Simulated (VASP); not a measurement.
# BaTiO3 (R3m) in VASP: a series of runs

BaTiO3 is run at these levels: PBE; tasks: single point.

All numbers are computed with VASP 6.6.1; they aren't measurements. Logs are shortened: lines on timing, memory, paths and dates and some standing lists are left out, and cuts for length are marked.

### 1 The cell of the first run

It takes space group R3m (No. 160, trigonal). Conventional cell: a = 5.655 Å, b = 5.655 Å, c = 6.953 Å, α = 90.00°, β = 90.00°, γ = 120.00°. Ba (site symmetry 3m) has 12 O at 2.77 to 2.90 Å and 8 Ti at 3.40 to 3.56 Å within 3.6 Å. Ti (site symmetry 3m) has 6 O at 1.88 to 2.13 Å within 2.5 Å. O (site symmetry m) has 2 Ti at 1.88 to 2.13 Å within 2.5 Å.

### 2 Single point, PBE

Input file INCAR:

```
PREC     = Accurate       # precision mode
ENCUT    = 1340           # plane-wave cutoff, eV
EDIFF    = 1E-6           # SCF threshold, eV
ISMEAR   = -1             # smearing method
SIGMA    = 0.02           # smearing width, eV
LREAL    = F              # projectors in reciprocal space
LASPH    = T              # aspherical terms in the spheres
NELM     = 120            # most SCF steps
ALGO     = Normal         # electronic algorithm
ISIF     = 2              # what is computed and relaxed
LWAVE    = F              # write WAVECAR
LCHARG   = T              # write CHGCAR
GGA      = PE             # functional
LELF     = T              # ELF
LVHAR    = T            
NBANDS   = 28             # bands
GGA_COMPAT= F
```

Input file KPOINTS:

```
Automatic mesh
0
Gamma
  8 8 8
```

Input file POSCAR:

```
BaTiO3
1.0
    2.8276671207      1.6325543733      2.3177320127
   -2.8276671207      1.6325543733      2.3177320127
    0.0000000000     -3.2651087466      2.3177320127
Ba Ti O
1 1 3
Direct
   -0.0019542700     -0.0019542700     -0.0019542700
    0.4863645393      0.4863645393      0.4863645393
    0.5100995850      0.5100995850      0.0166905607
    0.0166905607      0.5100995850      0.5100995850
    0.5100995850      0.0166905607      0.5100995850
```

Potentials or basis: VASP PAW PBE potentials, release 64 (Ba_sv, Ti_sv, O_h).

Launch:

```bash
cat potpaw_PBE.64/Ba_sv/POTCAR potpaw_PBE.64/Ti_sv/POTCAR potpaw_PBE.64/O_h/POTCAR > POTCAR
mpirun -np 1 vasp_std > vasp.out
```

OUTCAR:

```text
PREC = Accurate
   ENCUT = 1340
   EDIFF = 1E-6
   ISMEAR = -1
   LREAL = F
   LASPH = T
   NELM = 120
   ISIF = 2
   GGA = PE

 ion  position               nearest neighbor table
   1  0.998  0.998  0.998-   3 2.77   4 2.77   5 2.77   4 2.83   5 2.83   5 2.83   4 2.83   3 2.83
                             3 2.83   3 2.90   4 2.90   5 2.90   2 3.40   2 3.44   2 3.44   2 3.44
   2  0.486  0.486  0.486-   3 1.88   4 1.88   5 1.88   3 2.13   4 2.13   5 2.13   1 3.40   1 3.44
                             1 3.44   1 3.44   1 3.49   1 3.49   1 3.49   1 3.56
   3  0.510  0.510  0.017-   2 1.88   2 2.13   1 2.77   1 2.83   1 2.83   1 2.90
   4  0.017  0.510  0.510-   2 1.88   2 2.13   1 2.77   1 2.83   1 2.83   1 2.90
   5  0.510  0.017  0.510-   2 1.88   2 2.13   1 2.77   1 2.83   1 2.83   1 2.90

  LATTYP: Found a trigonal (rhomboedric) cell.
 ALAT       =     4.0041000000
 COS(alpha) =     0.0025830844

  Lattice vectors:

 A1 = (   2.8276671207,   1.6325543733,   2.3177320127)
 A2 = (  -2.8276671207,   1.6325543733,   2.3177320127)
 A3 = (   0.0000000000,  -3.2651087466,   2.3177320127)

Analysis of symmetry for initial positions (statically):
=====================================================================
 Subroutine PRICEL returns:
 Original cell was already a primitive cell.

 Routine SETGRP: Setting up the symmetry group for a
 trigonal (rhombohedral) supercell.

 Subroutine GETGRP returns: Found  6 space group operations
 (whereof  6 operations were pure point group operations)
 out of a pool of 12 trial point group operations.

The static configuration has the point symmetry C_3v.

Analysis of symmetry for dynamics (positions and initial velocities):
=====================================================================
 Subroutine PRICEL returns:
 Original cell was already a primitive cell.

 Routine SETGRP: Setting up the symmetry group for a
 trigonal (rhombohedral) supercell.

 Subroutine GETGRP returns: Found  6 space group operations
 (whereof  6 operations were pure point group operations)
 out of a pool of 12 trial point group operations.

The dynamic configuration has the point symmetry C_3v.

 Subroutine INISYM returns: Found  6 space group operations
 (whereof  6 operations are pure point group operations),
 and found     1 'primitive' translations

----------------------------------------------------------------------------------------

                                     Primitive cell

  volume of cell :      64.1964

  direct lattice vectors                    reciprocal lattice vectors
     2.827667121  1.632554373  2.317732013     0.176824208  0.102089504  0.143818755
    -2.827667121  1.632554373  2.317732013    -0.176824208  0.102089504  0.143818755
     0.000000000 -3.265108747  2.317732013     0.000000000 -0.204179009  0.143818755

  length of vectors
     4.004100000  4.004100000  4.004100000     0.249745674  0.249745674  0.249745674

  position of ions in fractional coordinates (direct lattice)
     0.998045730  0.998045730  0.998045730
     0.486364539  0.486364539  0.486364539
     0.510099585  0.510099585  0.016690561
     0.016690561  0.510099585  0.510099585
     0.510099585  0.016690561  0.510099585

  ion indices of the primitive-cell ions
   primitive index   ion index
                 1           1
                 2           2
                 3           3
                 4           4
                 5           5

----------------------------------------------------------------------------------------

 KPOINTS: Automatic mesh

Automatic generation of k-mesh.
 Grid dimensions read from file:
 generate k-points for:    8    8    8

 Generating k-lattice:

  Cartesian coordinates                     Fractional coordinates (reciprocal lattice)
     0.022103026  0.012761188  0.017977344     0.125000000  0.000000000  0.000000000
    -0.022103026  0.012761188  0.017977344     0.000000000  0.125000000  0.000000000
     0.000000000 -0.025522376  0.017977344     0.000000000  0.000000000  0.125000000

  Length of vectors
     0.031218209  0.031218209  0.031218209

  Shift w.r.t. Gamma in fractional coordinates (k-lattice)
     0.000000000  0.000000000  0.000000000

 Subroutine IBZKPT returns following result:
 ===========================================

 Found     65 irreducible k-points:

 Following reciprocal coordinates:
            Coordinates               Weight
  0.000000  0.000000  0.000000      1.000000
  0.125000  0.000000  0.000000      6.000000
  0.250000  0.000000  0.000000      6.000000
  0.375000  0.000000  0.000000      6.000000
  0.500000  0.000000  0.000000      3.000000
  0.125000  0.125000  0.000000      6.000000
[... 16 lines left out ...]
  0.250000  0.125000  0.125000      6.000000
  0.375000  0.125000  0.125000      6.000000
 [... further k-points ...]
   k-points           NKPTS =     65   k-points in BZ     NKDIM =     65   number of bands    NBANDS=     28
   number of dos      NEDOS =    301   number of ions     NIONS =      5
   total plane-waves  NPLWV = 110592
   dimension x,y,z NGX =    48 NGY =   48 NGZ =   48
   dimension x,y,z NGXF=    96 NGYF=   96 NGZF=   96
   ions per type =               1   1   3
   NGX,Y,Z   is equivalent  to a cutoff of  19.93, 19.93, 19.93 a.u.
   NGXF,Y,Z  is equivalent  to a cutoff of  39.86, 39.86, 39.86 a.u.
 SYSTEM =  unknown system
   PREC   = accura    normal or accurate (medium, high low for compatibility)
   ISTART =      0    job   : 0-new  1-cont  2-samecut
   ICHARG =      2    charge: 1-file 2-atom 10-const
   ISPIN  =      1    spin polarized calculation?
   LNONCOLLINEAR =      F non collinear calculations
   LSORBIT =      F    spin-orbit coupling
   LASPH  =      T    aspherical Exc in radial PAW
   ENCUT  = 1340.0 eV  98.49 Ry    9.92 a.u.  11.95 11.95 11.95*2*pi/ulx,y,z
   NELM   =    120;   NELMIN=  2; NELMDL= -5     # of ELM steps
   EDIFF  = 0.1E-05   stopping-criterion for ELM
   LREAL  =      F    real-space projection
   EDIFFG = 0.1E-04   stopping-criterion for IOM
   NSW    =      0    number of steps for IOM
   IBRION =     -1    ionic relax: 0-MD 1-quasi-New 2-CG
   NFREE  =      0    steps in history (QN), initial steepest desc. (CG)
   ISIF   =      2    stress and relaxation
   ISYM   =      2    0-nonsym 1-usesym 2-fastsym
   POTIM  = 0.5000    time-step for ionic-motion
   TEBEG  =    0.0;   TEEND  =   0.0 temperature during run
   PSTRESS=    0.0 pullay stress
   NELECT =      40.0000    total number of electrons
   NUPDOWN=      -1.0000    fix difference up-down
   EMIN   =  10.00;   EMAX   =-10.00  energy-range for DOS
   EFERMI =   0.00;   METHOD = LEGACY
   ISMEAR =    -1;   SIGMA  =   0.02  broadening in eV -4-tet -1-fermi 0-gaus
   EFERMI_NEDOS =   21; number of points for ismear=-14 and -15
   IALGO  =     38    algorithm
   IMIX   =      4    mixing-type and parameters
     AMIX     =   0.40;   BMIX     =  1.00
     AMIX_MAG =   1.60;   BMIX_MAG =  1.00
  volume/ion in A,a.u.               =      12.84        86.64
  Fermi-wavevector in a.u.,A,eV,Ry     =   1.398271  2.642349 26.601592  1.955162
  Thomas-Fermi vector in A             =   2.521445
   LORBIT       =      0    0 simple, 1 ext, 2 COOP (PROOUT), +10 PAW based schemes
   GGA     = PE    functional components
   LHFCALC =     F    Hartree Fock is set to
   AEXX    =    0.0000 exact exchange contribution
   IVDW    =     0    specifies the selected vdW correction
   LEPSILON=     F    determine dielectric tensor
   LRPA    =     F    only Hartree local field effects (RPA)
 non-spin polarized calculation
  energy-cutoff  :     1340.00
  volume of cell :       64.20
 maximum number of plane-waves:      7179
   NGX = 23   NGY = 23   NGZ = 23

 number of electron      40.0000001 magnetization

 Free energy of the ion-electron system (eV)
  ---------------------------------------------------
  ext. energy  EPLUGINS =         0.00000000
  ---------------------------------------------------
  free energy    TOTEN  =       -40.02449168 eV

  energy without entropy =      -40.02449168  energy(sigma->0) =      -40.02449168

 E-fermi :   4.6971     XC(G=0): -11.2418

 val. band max:        4.1293283143   @ k =   0.5000   0.5000   0.5000
 cond. band min:       6.4443323006   @ k =   0.0000   0.0000   0.0000
 fundamental gap:      2.3150039863
 Fermi energy:         4.6971449178

 k-point     1 :       0.0000    0.0000    0.0000
  band No.  band energies     occupation
      1     -52.2074      2.00000
      2     -28.4557      2.00000
      3     -28.4557      2.00000
      4     -28.4550      2.00000
      5     -20.6666      2.00000
      6     -12.7024      2.00000
[... 20 lines left out ...]
     27       9.2132      0.00000
     28      11.4998      0.00000

 k-point     2 :       0.1250    0.0000    0.0000
  band No.  band energies     occupation
      1     -52.2073      2.00000
      2     -28.4633      2.00000
      3     -28.4554      2.00000
      4     -28.4549      2.00000
      5     -20.6496      2.00000
      6     -12.7105      2.00000
[... 20 lines left out ...]
     27       9.5170      0.00000
     28      11.8733      0.00000

 k-point     3 :       0.2500    0.0000    0.0000
  band No.  band energies     occupation
      1     -52.2069      2.00000
      2     -28.4820      2.00000
      3     -28.4547      2.00000
      4     -28.4542      2.00000
      5     -20.6081      2.00000
      6     -12.7751      2.00000
[... 20 lines left out ...]
     27      10.3197      0.00000
     28      12.5488      0.00000

 k-point     4 :       0.3750    0.0000    0.0000
  band No.  band energies     occupation
      1     -52.2065      2.00000
      2     -28.5006      2.00000
      3     -28.4540      2.00000
      4     -28.4535      2.00000
      5     -20.5657      2.00000
      6     -12.8798      2.00000
[... 578 lines left out ...]
     27      10.0539      0.00000
     28      12.1637      0.00000

 k-point    23 :       0.2500    0.1250    0.1250
  band No.  band energies     occupation
      1     -52.2066      2.00000
      2     -28.4812      2.00000
      3     -28.4619      2.00000
      4     -28.4617      2.00000
      5     -20.5810      2.00000
      6     -12.6925      2.00000
[... 20 lines left out ...]
     27      10.8092      0.00000
     28      12.4942      0.00000

 k-point    24 :       0.3750    0.1250    0.1250
  band No.  band energies     occupation
      1     -52.2063      2.00000
      2     -28.4996      2.00000
      3     -28.4612      2.00000
      4     -28.4608      2.00000
      5     -20.5427      2.00000
      6     -12.7513      2.00000
[... 20 lines left out ...]
     27      11.7083      0.00000
     28      12.8280      0.00000

 [... further k-points ...]

------------------------ aborting loop because EDIFF is reached ----------------------------------------

  FORCE on cell =-STRESS in cart. coord.  units (eV):
  Direction    XX          YY          ZZ          XY          YZ          ZX
  --------------------------------------------------------------------------------------
  -------------------------------------------------------------------------------------
  Total        2.4469194      2.4469194      2.4510941      0.0000000     -0.0000000     -0.0000000
  in kB       61.0688630     61.0688630     61.1730541      0.0000000     -0.0000000     -0.0000000
  external PRESSURE =      61.1035934 kB  Pullay stress =       0.0000000 kB

 VOLUME and BASIS-vectors are now :
 -----------------------------------------------------------------------------
  energy-cutoff  :     1340.00
  volume of cell :       64.20
      direct lattice vectors                 reciprocal lattice vectors
     2.827667121  1.632554373  2.317732013     0.176824208  0.102089504  0.143818755
    -2.827667121  1.632554373  2.317732013    -0.176824208  0.102089504  0.143818755
     0.000000000 -3.265108747  2.317732013     0.000000000 -0.204179009  0.143818755

 POSITION                                       TOTAL-FORCE (eV/Angst)
 -----------------------------------------------------------------------------------
      0.00000      0.00000      6.93961         0.000000     -0.000000      0.039408
      0.00000      0.00000      3.38179         0.000000     -0.000000      0.023475
      0.00000      1.61103      2.40323         0.000000      0.007585     -0.020961
     -1.39520     -0.80552      2.40323        -0.006569     -0.003793     -0.020961
      1.39520     -0.80552      2.40323         0.006569     -0.003793     -0.020961
 -----------------------------------------------------------------------------------
    total drift:                               -0.000000     -0.000000     -0.000239

  FREE ENERGIE OF THE ION-ELECTRON SYSTEM (eV)
  ---------------------------------------------------
  free  energy   TOTEN  =       -40.0244916790 eV

  energy  without entropy=      -40.0244916790  energy(sigma->0) =      -40.02449168
```

Wall time 7.8 min (1 thread of Intel Xeon Platinum 8259CL at 2.50GHz (Skylake/Cascade Lake), shared host); peak memory 0.66 GiB.

Results:

```
Free energy            : -40.0245 eV
Pressure               : 6.1 GPa
Largest force          : 0.039 eV/Å
Band gap on the k mesh : 2.31 eV (least direct gap 2.69 eV)
```

Forces on the atoms (eV/Å):
```
Ba   0.000  0.000  0.039
Ti   0.000  0.000  0.023
O    0.000  0.008 -0.021
O   -0.007 -0.004 -0.021
O    0.007 -0.004 -0.021
```

Levels at points of the mesh, in eV from the valence-band top:
```csv
k point,band 17,band 18,band 19,band 20,band 21,band 22,band 23,band 24
"(0.00, 0.00, 0.00)",-1.07,-0.50,-0.37,-0.37,2.32,2.32,2.45,4.42
"(0.50, 0.00, 0.00)",-1.73,-1.64,-0.93,-0.82,2.49,3.74,3.83,4.39
"(0.50, 0.50, 0.00)",-1.62,-0.89,-0.85,-0.09,3.81,3.81,4.15,5.01
"(0.50, 0.50, 0.50)",-2.34,-0.02,-0.02,0.00,4.29,4.43,4.43,6.62
```

Caveat: the cell stands under pressure; spin-orbit coupling is left out, which moves the levels of the heavy elements. A k mesh can miss the band edges.

### 3 Single point, PBE (z stretched by -2 %, then relaxed in part)

Input file INCAR:

```
ALGO = Normal
EDIFF = 1E-6
ENCUT = 1340
GGA = PE
GGA_COMPAT = F
ISIF = 2
ISMEAR = -1
LASPH = T
LCHARG = F
LREAL = F
LWAVE = F
NBANDS = 28
NELM = 120
PREC = Accurate
SIGMA = 0.02
```

Input file KPOINTS:

```
k-points
0
Gamma
  8 8 8
```

Input file POSCAR:

```
BaTiO3
1.0
    2.8276671207      1.6325543733      2.2713773724
   -2.8276671207      1.6325543733      2.2713773724
    0.0000000000     -3.2651087466      2.2713773724
Ba Ti O
1 1 3
Direct
   -0.0002986843     -0.0002986843     -0.0002986843
    0.4900895332      0.4900895332      0.4900895332
    0.5087503959      0.5087503959      0.0140083594
    0.0140083594      0.5087503959      0.5087503959
    0.5087503959      0.0140083594      0.5087503959
```

Potentials or basis: VASP PAW PBE potentials, release 64 (Ba_sv, Ti_sv, O_h).

Launch:

```bash
cat potpaw_PBE.64/Ba_sv/POTCAR potpaw_PBE.64/Ti_sv/POTCAR potpaw_PBE.64/O_h/POTCAR > POTCAR
mpirun -np 1 vasp_std > vasp.out
```

Run time: 4.8 min. Hardware: 1 thread of Intel Xeon 6975P-C (Granite Rapids), shared host; peak memory 0.64 GiB.

The run converged. Its results:

```
Free energy            : -39.9525 eV
Pressure               : 8.9 GPa
Largest force          : 0.034 eV/Å
Band gap on the k mesh : 2.15 eV (least direct gap 2.48 eV)
```

Forces in eV/Å, atoms in the order of the input:
```
Ba   0.000  0.000  0.034
Ti   0.000  0.000  0.025
O    0.000  0.004 -0.020
O   -0.003 -0.002 -0.020
O    0.003 -0.002 -0.020
```

Stress tensor (GPa, compression positive):
```
 7.36  0.00  0.00
 0.00  7.36  0.00
 0.00  0.00 11.99
```

Levels at points of the mesh, in eV from the valence-band top:
| k point | band 18 | band 19 | band 20 | band 21 | band 22 | band 23 |
| --- | --- | --- | --- | --- | --- | --- |
| (0.00, 0.00, 0.00) | -0.33 | -0.33 | -0.33 | 2.15 | 2.15 | 2.20 |
| (0.50, 0.00, 0.00) | -1.70 | -0.85 | -0.83 | 2.32 | 3.71 | 3.79 |
| (0.50, 0.50, 0.00) | -0.89 | -0.87 | -0.11 | 3.75 | 3.78 | 4.15 |
| (0.50, 0.50, 0.50) | -0.04 | -0.04 | 0.00 | 4.31 | 4.44 | 4.44 |

Caveat: the cell differs from its parent crystal (z stretched by -2 %, then relaxed in part); the cell stands under pressure; spin-orbit coupling is left out, which moves the levels of the heavy elements. A k mesh can miss the band edges.
